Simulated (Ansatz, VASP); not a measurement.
## Ti in VASP and in Ansatz

```xyz
1
Lattice="0.0000 1.9433 1.9433 1.9433 0.0000 1.9433 1.9433 1.9433 0.0000" Properties=species:S:1:pos:R:3 pbc="T T T"
Ti    0.0000    0.0000    0.0000
```

Alike in both runs: task single point; functional PBEsol; k mesh 18 × 18 × 18; occupations gaussian, width 0.1 eV; no spin polarisation.

|  | VASP | Ansatz |
| --- | --- | --- |
| version | VASP 6.6.1 | Ansatz 0.2.0 |
| potentials or method | VASP PAW PBE potentials, release 64 (Ti_sv), cutoff 520 eV | scalar-relativistic, plane waves, PAW |
| valence electrons in the cell | 12 | 12 |

```tsv
	VASP	Ansatz	Ansatz less VASP
gap on the k mesh at the Fermi level (eV)	none	none	-
pressure (GPa)	17.5	18.0	+0.55
```

VASP's potentials were made for PBE, not for PBEsol. A gap of «none» marks a metal or a gap that the smearing closes.
